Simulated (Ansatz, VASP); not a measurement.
# SnSe: VASP beside Ansatz

Contents of INCAR:

```
SYSTEM = SnSe
PREC = Accurate
ENCUT = 400
EDIFF = 1E-8
ISMEAR = -1
SIGMA = 0.02
LREAL = .FALSE.
LASPH = .TRUE.
NELM = 120
ALGO = Normal
ISIF = 2
LWAVE = .FALSE.
LCHARG = .FALSE.
GGA = CA
LEFG = .TRUE.
NBANDS = 17
GGA_COMPAT = .FALSE.
```

File KPOINTS:

```
Automatic mesh
0
G
  9 9 9
  0 0 0
```

Contents of POSCAR:

```
SnSe
1.0
    0.0301000000      3.0250500000      3.0250500000
    3.0250500000      0.0301000000      3.0250500000
    3.0250500000      3.0250500000      0.0301000000
Sn Se
1 1
Direct
    0.0000000000      0.0000000000      0.0000000000
    0.5000000000      0.5000000000      0.5000000000
```

Input for Ansatz:

```yaml
crystal:
  lattice:
    - [0.0301, 3.02505, 3.02505]
    - [3.02505, 0.0301, 3.02505]
    - [3.02505, 3.02505, 0.0301]
  atoms:
    - { symbol: Sn, position: [0.0, 0.0, 0.0] }
    - { symbol: Se, position: [0.5, 0.5, 0.5] }
kpoints:
  mp_grid: { grid: [9, 9, 9] }
scf:
  occupations: { method: fermi_dirac, width: 0.02 }
hamiltonian:
  xc: lda
  pseudopotentials: { kind: all_electron, datasets: crystal }
output:
  forces: true
  stress: true
  eigenvalues: true
  efg: { contact_densities: true }
```

Change from the starting cell: equal xy, yz and zx shear strains of +1 %, crystal datasets.

Alike in both runs: task electric field gradients; functional LDA; k mesh 9 × 9 × 9; occupations fermi-dirac, width 0.02 eV; no spin polarisation.

```csv
,VASP,Ansatz
version,VASP 6.6.1,Ansatz 0.2.0
potentials or method,"VASP PAW LDA potentials, release 64 (Sn_d, Se), cutoff 400 eV","all-electron PAW with datasets made for the crystal, scalar-relativistic"
```

|  | VASP | Ansatz | Ansatz less VASP |
| --- | --- | --- | --- |
| pressure (GPa) | -3.2 | -3.2 | -0.04 |
| traceless stress, the component that is largest in VASP (GPa) | -0.21 | -0.21 | -0.001 |
| size of Vzz on the site where it differs most (V/Å²) | 0.2 | 0.7 | +0.45 |

LDA's correlation is that of Perdew and Zunger in VASP and of Perdew and Wang (1992) in Ansatz. Ansatz ran all-electron here, and VASP with PAW potentials.
